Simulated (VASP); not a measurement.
Input of a VASP 6.6.1 run:

Contents of INCAR:

```
SYSTEM = Mo
ALGO = Normal
EDIFF = 1E-6
ENCUT = 520
GGA = PE
ISIF = 2
ISMEAR = 0
KPAR = 4
LASPH = .True.
LCHARG = .True.
LREAL = .False.
LVHAR = .True.
LWAVE = .False.
NBANDS = 96
NELM = 100
PREC = Accurate
SIGMA = 0.1
```

KPOINTS

```
k-points
0
Gamma
  12 8 3
  0 0 0
```

File POSCAR:

```
Mo
1.0
    2.7370225068      0.0000000000      0.0000000000
    0.0000000000      4.4695390374      0.0000000000
    0.0000000000      0.0000000000     15.7829373983
Mo
12
Direct
    0.0000000000      0.0000000000      0.0000000000
    0.6666666667      0.5000000000      0.0817493443
    0.0000000000      0.5000000000      0.2452480329
    0.6666666667      0.0000000000      0.3269973771
    0.3333333333      0.0000000000      0.1634986886
    0.3333333333      0.5000000000      0.4087467214
    0.6666666667      0.5000000000      0.9087467214
    0.0000000000      0.5000000000      0.7452480329
    0.6666666667      0.0000000000      0.6634986886
    0.3333333333      0.0000000000      0.8269973771
    0.3333333333      0.5000000000      0.5817493443
    1.0000000000      0.0000000000      0.5000000000
```

Potentials or basis: VASP PAW PBE potentials, release 64 (Mo_sv).

Run with:

```console
$ cat potpaw_PBE.64/Mo_sv/POTCAR > POTCAR
$ mpirun -np 4 vasp_std > vasp.out
```

Q: What does it give for the largest force?

A: 0.703 eV/Å.

Q: What does it give for the pressure?

A: -2.7 GPa.

Q: What does it give for the band gap on the k mesh?

A: Zero (bands 84 and 85 overlap by 1.85 eV).

Forces in eV/Å, atoms in the order of the input:
```
Mo   0.110  0.000 -0.694
Mo  -0.046  0.000  0.334
Mo   0.005  0.000  0.048
Mo  -0.118  0.000  0.258
Mo   0.031  0.000  0.171
Mo   0.196  0.000 -0.117
Mo  -0.196  0.000 -0.117
Mo  -0.005  0.000  0.048
Mo  -0.031  0.000  0.171
Mo   0.118  0.000  0.258
Mo   0.046  0.000  0.334
Mo  -0.110  0.000 -0.694
```
